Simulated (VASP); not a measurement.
Wanted: the native input for a VASP 6.6.1 run.

| Item | Value |
| --- | --- |
| Task | single point |
| Functional | PBE |
| Potentials or basis | VASP PAW PBE potentials, release 64 (Sc_sv, Ga_d, Te) |
| Cutoff | 520 eV |
| k mesh | 6 × 6 × 6 |
| Occupations | gaussian, width 0.1 eV |
| Spin | no spin polarisation |
| Dipole correction | no |
| Further INCAR settings | ALGO = Normal; EDIFF = 1e-07; NBANDS = 29 |

The structure of ScGaTe3 lies in POSCAR:

```
ScGaTe3
1.0
    3.5765115942      2.0648999317      3.8718110565
   -3.5765115942      2.0648999317      3.8718110565
    0.0000000000     -4.1297998634      3.8718110565
Sc Ga Te
1 1 3
Direct
    0.0000000000      0.0000000000      0.0000000000
    0.5000000000      0.5000000000      0.5000000000
    0.0000000000      0.0000000000      0.5000000000
    0.5000000000      0.0000000000      0.0000000000
    0.0000000000      0.5000000000      0.0000000000
```

The input as run:

INCAR

```
ALGO = Normal ; EDIFF = 1E-7
ENCUT = 520 ; GGA = PE
ISIF = 2 ; ISMEAR = 0
LASPH = True ; LCHARG = False
LREAL = False ; LWAVE = False
NBANDS = 29 ; NELM = 80
PREC = Accurate ; SIGMA = 0.1
```

KPOINTS

```
k-points
0
Gamma
  6 6 6
```

Potentials or basis: VASP PAW PBE potentials, release 64 (Sc_sv, Ga_d, Te).

Launch:

```console
$ cat potpaw_PBE.64/Sc_sv/POTCAR potpaw_PBE.64/Ga_d/POTCAR potpaw_PBE.64/Te/POTCAR > POTCAR
$ mpirun -np 1 vasp_std > vasp.out
```

Results of the run:

```json
{
  "Pressure": "0.0 GPa",
  "Band gap on the k mesh": "zero (band 21 reaches 4.66 eV, above the bottom of band 22 at 3.56 eV)"
}
```

Caveat: spin-orbit coupling is left out, which moves the levels of the heavy elements.

Wall time 100 s on 1 thread of AMD EPYC 9R45 96-Core Processor (Zen 5) (shared host), peak memory 0.33 GiB.
